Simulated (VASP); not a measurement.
Tl:

```
Tl
1.0
    -1.94100    1.94100    1.94100
     1.94100   -1.94100    1.94100
     1.94100    1.94100   -1.94100
Tl
1
Direct
  0.00000 0.00000 0.00000
```

Base run:

```yaml
Program: VASP 6.6.1
Functional: PBE
Potentials_or_basis: VASP PAW PBE potentials, release 64 (Tl_d)
Cutoff: 520 eV
k_mesh: 18 × 18 × 18
Occupations: fermi-dirac, width 0.05 eV
Spin: no spin polarisation
```

Its results: pressure 2.2 GPa.

**Question.** After a change of settings the same cell gave: pressure 3.4 GPa. Which change was it?
A. k mesh from 18 × 18 × 18 to 4 × 4 × 4
B. further incar settings from ALGO = Normal; EDIFF = 1e-08; NBANDS = 12 to ALGO = Normal; EDIFF = 1e-07; NBANDS = 12
C. k mesh from 18 × 18 × 18 to 10 × 10 × 10; further incar settings from ALGO = Normal; EDIFF = 1e-08; NBANDS = 12 to ALGO = Normal; EDIFF = 1e-07; NBANDS = 12
D. functional from PBE to r2SCAN; k mesh from 18 × 18 × 18 to 13 × 13 × 13

**Answer.** A.

Caveats: some runs use coarse meshes.
